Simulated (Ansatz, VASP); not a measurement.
HfO2 in VASP and in Ansatz

File POSCAR:

```
HfO2
1.0
   -2.5291609878     -2.5291609878      0.0000000000
    2.5291609878     -2.5291609878      0.0000000000
   -1.6859387145      0.0000000000     10.1166439513
Hf O
4 8
Direct
   -0.1458187500      0.1458187500      0.4375000000
    0.2708562500      0.7291437500      0.6875000000
   -0.3124687500      0.3124687500      0.9375000000
    0.4375062500      0.5624937500      0.1875000000
    0.4791687500      0.0208312500      0.0625000000
   -0.1041562500      0.6041562500      0.3125000000
    0.3125187500      0.1874812500      0.5625000000
   -0.2708062500      0.7708062500      0.8125000000
    0.3958437500      0.1041562500      0.3125000000
   -0.1874812500      0.6874812500      0.5625000000
    0.2291937500      0.2708062500      0.8125000000
   -0.0208312500      0.5208312500      0.0625000000
```

Contents of INCAR.step1:

```
SYSTEM = HfO2
ALGO = Normal
EDIFF = 1E-4
ENCUT = 520
GGA = PE
ISMEAR = 0
LASPH = .True.
LCHARG = .False.
LREAL = .False.
LWAVE = .True.
NBANDS = 56
NELM = 80
PREC = Accurate
SIGMA = 0.05
```

Contents of INCAR.step2:

```
SYSTEM = HfO2
ALGO = Normal
EDIFF = 1E-6
ENCUT = 520
ISIF = 2
ISMEAR = 0
ISTART = 1
LASPH = .True.
LCHARG = .False.
LMIXTAU = .True.
LREAL = .False.
LWAVE = .False.
METAGGA = R2SCAN
NBANDS = 56
NELM = 80
PREC = Accurate
SIGMA = 0.05
```

The input KPOINTS:

```
k-points
0
Gamma
  6 6 3
  0 0 0
```

Input for Ansatz:

```yaml
crystal:
  lattice:
    - [-2.5291609878, -2.5291609878, 0.0]
    - [2.5291609878, -2.5291609878, 0.0]
    - [-1.6859387145, 0.0, 10.1166439513]
  atoms:
    - { symbol: Hf, position: [-0.14581875, 0.14581875, 0.4375] }
    - { symbol: Hf, position: [0.27085625, 0.72914375, 0.6875] }
    - { symbol: Hf, position: [-0.31246875, 0.31246875, 0.9375] }
    - { symbol: Hf, position: [0.43750625, 0.56249375, 0.1875] }
    - { symbol: O, position: [0.47916875, 0.02083125, 0.0625] }
    - { symbol: O, position: [-0.10415625, 0.60415625, 0.3125] }
    - { symbol: O, position: [0.31251875, 0.18748125, 0.5625] }
    - { symbol: O, position: [-0.27080625, 0.77080625, 0.8125] }
    - { symbol: O, position: [0.39584375, 0.10415625, 0.3125] }
    - { symbol: O, position: [-0.18748125, 0.68748125, 0.5625] }
    - { symbol: O, position: [0.22919375, 0.27080625, 0.8125] }
    - { symbol: O, position: [-0.02083125, 0.52083125, 0.0625] }
basis:
  ecutwfc: 500
kpoints:
  mp_grid: { grid: [6, 6, 3] }
hamiltonian:
  xc: r2scan
scf:
  occupations: { method: gaussian, width: 0.05 }
output:
  forces: true
  stress: true
  eigenvalues: true
```

Alike in both runs: task single point; functional r2SCAN; k mesh 6 × 6 × 3; occupations gaussian, width 0.05 eV; no spin polarisation.

```csv
,VASP,Ansatz
version,VASP 6.6.1,Ansatz 0.2.0
potentials or method,"VASP PAW PBE potentials, release 64 (Hf_pv, O), cutoff 520 eV","scalar-relativistic, plane waves, PAW"
valence electrons in the cell,88,152
```

```csv
,VASP,Ansatz,Ansatz less VASP
gap on the k mesh at the Fermi level (eV),1.98,2.03,+0.047
least direct gap on the mesh (eV),2.52,2.56,+0.036
pressure (GPa),7.1,10.8,+3.70
"traceless stress, the component that is largest in VASP (GPa)",8.85,8.91,+0.056
rms of the force components (eV/Å),2.261,2.262,+0.0008
```

VASP's potentials were made for PBE, not for r2SCAN. Atom by atom the forces differ by 0.025 eV/Å (rms over components). VASP's potentials hold 88 valence electrons a cell and Ansatz's 152, so a difference there can come from the potentials and not from the codes.

Neither program's run includes spin-orbit coupling.
